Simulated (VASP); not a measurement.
Write the native input for VASP 6.6.1 that does the following.

```
Task                   : relaxation of cell and atoms
Functional             : PBE
Potentials or basis    : VASP PAW PBE potentials, release 64 (Ti_sv, C)
Cutoff                 : 600 eV
k mesh                 : 14 × 14 × 14
Occupations            : gaussian, width 0.1 eV
Spin                   : no spin polarisation
Dipole correction      : no
Further INCAR settings : ALGO = Normal; EDIFF = 1e-06; IBRION = 2; EDIFFG = -0.01; NSW = 100; ISIF = 3
```

The structure of Ti4C lies in POSCAR:

```
Ti4C
1.0
   -3.5671440361      3.5671440361      1.4188816255
    3.5671440361     -3.5671440361      1.4188816255
    3.5671440361      3.5671440361     -1.4188816255
Ti C
4 1
Direct
    0.2469917186      0.5000000000      0.7469917186
    0.5000000000      0.7530082814      0.2530082814
    0.5000000000      0.2469917186      0.7469917186
    0.7530082814      0.5000000000      0.2530082814
    0.0000000000      0.0000000000      0.0000000000
```

The cell was generated, and may not be a known phase.

The input as run:

INCAR

```
ALGO     = Normal         # electronic algorithm
EDIFF    = 1E-6           # SCF threshold, eV
EDIFFG   = -0.01          # ionic threshold
ENCUT    = 600            # plane-wave cutoff, eV
GGA      = PE             # functional
IBRION   = 2              # ionic algorithm
ISIF     = 3              # what is computed and relaxed
ISMEAR   = 0              # smearing method
LASPH    = True           # aspherical terms in the spheres
LCHARG   = False          # write CHGCAR
LREAL    = False          # projectors in reciprocal space
LWAVE    = False          # write WAVECAR
NELM     = 60             # most SCF steps
NSW      = 100            # ionic steps
PREC     = Accurate       # precision mode
SIGMA    = 0.1            # smearing width, eV
```

KPOINTS

```
k-points
0
Gamma
  14 14 14
```

Potentials or basis: VASP PAW PBE potentials, release 64 (Ti_sv, C).

The run is started by

```bash
$ cat potpaw_PBE.64/Ti_sv/POTCAR potpaw_PBE.64/C/POTCAR > POTCAR
$ mpirun -np 1 vasp_std > vasp.out
```

It gave:

- Relaxed volume: 14.41 Å³/atom
- Relaxed cell: a = 5.234 Å, b = 5.234 Å, c = 5.234 Å, α = 94.22°, β = 94.22°, γ = 148.51°
- Space group after relaxing (to 0.1 Å): I4/mmm (No. 139)
- Energy gained by relaxing: 0.1 meV/atom
- Ionic steps: 5
- Pressure after relaxing: 0.0 GPa
- Band gap on the k mesh: zero (bands 26 and 27 overlap by 0.78 eV)

Run time: 21 min on 1 thread of Intel(R) Xeon(R) 6975P-C (Granite Rapids), with other jobs on the host, peak memory 0.65 GiB.
